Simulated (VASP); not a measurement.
Here is a VASP 6.6.1 calculation.

Contents of INCAR:

```
SYSTEM = Pt
PREC     = Accurate       ! precision mode
ENCUT    = 520            ! plane-wave cutoff, eV
EDIFF    = 1E-6           ! SCF threshold, eV
ISMEAR   = 0              ! smearing method
SIGMA    = 0.05           ! smearing width, eV
LREAL    = .False.        ! projectors in reciprocal space
LASPH    = .True.         ! aspherical terms in the spheres
NELM     = 80             ! most SCF steps
ALGO     = Normal         ! electronic algorithm
ISIF     = 2              ! what is computed and relaxed
LWAVE    = .False.        ! write WAVECAR
LCHARG   = .True.         ! write CHGCAR
GGA      = PE             ! functional
LELF     = .True.         ! ELF
LVHAR    = .True.       
NBANDS   = 50             ! bands
```

The input KPOINTS:

```
Automatic mesh
0
Gamma
  1 1 19
  0 0 0
```

File POSCAR:

```
Pt
1.0
   14.6000000000      0.0000000000      0.0000000000
    0.0000000000     13.3000000000      0.0000000000
    0.0000000000      0.0000000000      2.8072945027
Pt
8
Direct
    0.5961402227      0.5000000000      0.0000000000
    0.5000000000      0.6492524045      0.5000000000
    0.5000000000      0.3507475955      0.5000000000
    0.3077195546      0.6492524045      0.5000000000
    0.3077195546      0.3507475955      0.5000000000
    0.6922804454      0.6492524045      0.5000000000
    0.6922804454      0.3507475955      0.5000000000
    0.4038597773      0.5000000000      0.0000000000
```

Potentials or basis: VASP PAW PBE potentials, release 64 (Pt).

Command:

```console
$ cat potpaw_PBE.64/Pt/POTCAR > POTCAR
$ mpirun -np 1 vasp_std > vasp.out
```

(1) What does it give for the largest force?

(2) What does it give for the band gap on the k mesh?

Results:

(1) 1.801 eV/Å.

(2) zero (band 40 reaches -1.25 eV, above the bottom of band 41 at -2.04 eV).

Caveat: spin-orbit coupling is left out, which moves the levels of the heavy elements.
